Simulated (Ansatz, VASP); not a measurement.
## InP: VASP beside Ansatz

```xyz
2
Lattice="0.0000 2.2692 2.2692 2.2692 0.0000 2.2692 2.2692 2.2692 0.0000" Properties=species:S:1:pos:R:3 pbc="T T T"
In    0.0000    0.0000    0.0000
P     2.2692    2.2692    2.2692
```

Change from the starting cell: volume scaled by 0.55, PAW files, source ansatz.

Alike in both runs: task single point; functional PBE; k mesh 13 × 13 × 13; occupations fermi-dirac, width 0.05 eV; no spin polarisation.

|  | VASP | Ansatz |
| --- | --- | --- |
| version | VASP 6.6.1 | Ansatz 0.2.0 |
| potentials or method | VASP PAW PBE potentials, release 64 (In_d, P) | scalar-relativistic |
| plane-wave cutoff (eV) | 520 | 710 |
| valence electrons in the cell | 18 | 26 |

|  | VASP | Ansatz | Ansatz less VASP |
| --- | --- | --- | --- |
| pressure (GPa) | 175.5 | 176.1 | +0.67 |

Both programs put the cell under a high pressure, so it lies far from rest at this level. VASP's potentials hold 18 valence electrons a cell and Ansatz's 26, so a difference there can come from the potentials and not from the codes.

Noted on VASP's run: the cell as given lies far from equilibrium.
